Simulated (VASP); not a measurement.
SrO, 2 atoms in the cell. The structure is cubic, space group Fm-3m (No. 225). Conventional cell: a = 5.207 Å, b = 5.207 Å, c = 5.207 Å, α = 90.00°, β = 90.00°, γ = 90.00°. Within 3.4 Å of Sr (site symmetry m-3m) lie 6 O at 2.60 Å. Within 3.4 Å of O (site symmetry m-3m) lie 6 Sr at 2.60 Å.  This cell differs from its parent crystal: volume scaled by 1.04.

```yaml
Program: VASP 6.6.1
Task: electric field gradients
Functional: LDA
Potentials_or_basis: VASP PAW LDA potentials, release 64 (Sr_sv, O)
Cutoff: 520 eV
k_mesh: 8 × 8 × 8
Occupations: fermi-dirac, width 0.02 eV
Spin: no spin polarisation
Dipole_correction: no
Further_INCAR_settings: ALGO = Normal; EDIFF = 1e-08; NBANDS = 15
```

Potentials or basis: VASP PAW LDA potentials, release 64 (Sr_sv, O).

The run is started by

```console
$ cat potpaw_LDA.64/Sr_sv/POTCAR potpaw_LDA.64/O/POTCAR > POTCAR
$ mpirun -np 1 vasp_std > vasp.out
```

Hardware: 1 thread of AMD EPYC 7R13 Processor (Zen 3) (shared host).

Question: Estimate the wall time of this run.

Answer: It took 14 s on 1 thread of AMD EPYC 7R13 Processor (Zen 3), with other jobs on the host, peak memory 0.12 GiB. Counts: scf iterations 15, k points 29.
